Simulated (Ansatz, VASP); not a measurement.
# One calculation of Zr2TiB2, two programs

```
Zr Ti B
1.0
    -2.22293    2.22293    4.28076
     2.22293   -2.22293    4.28076
     2.22293    2.22293   -4.28076
Zr Ti B
2 1 2
Direct
  0.32571 0.32571 0.00000
  0.67429 0.67429 0.00000
  0.00000 0.00000 0.00000
  0.25000 0.75000 0.50000
  0.75000 0.25000 0.50000
```

Change from the starting cell: species swapped into the YSi2Ru2 type (I4/mmm, No. 139).

Alike in both runs: task single point; functional PBE; k mesh 6 × 6 × 6; occupations gaussian, width 0.1 eV; collinear spin.

|  | VASP | Ansatz |
| --- | --- | --- |
| version | VASP 6.6.1 | Ansatz 0.2.0 |
| potentials or method | VASP PAW PBE potentials, release 64 (Zr_sv, Ti_sv, B), cutoff 520 eV | scalar-relativistic, plane waves, PAW |
| valence electrons in the cell | 42 | 42 |

|  | VASP | Ansatz | Ansatz less VASP |
| --- | --- | --- | --- |
| gap on the k mesh at the Fermi level (eV) | none | none | - |
| pressure (GPa) | 0.9 | 0.8 | -0.07 |
| traceless stress, the component that is largest in VASP (GPa) | 1.21 | 1.22 | +0.008 |
| rms of the force components (eV/Å) | 0.018 | 0.022 | +0.0036 |
| net moment per atom (μB) | 0.22 | 0.22 | 0.000 |
| size of the moment on the site where the two differ most (μB) | 0.07 | 0.04 | -0.031 |

Site moments also hang on the region over which each program counts them. Atom by atom the forces differ by 0.004 eV/Å (rms over components). A gap of «none» marks a metal or a gap that the smearing closes. With one functional, cell and mesh, what is left measures potentials, basis and numerics.
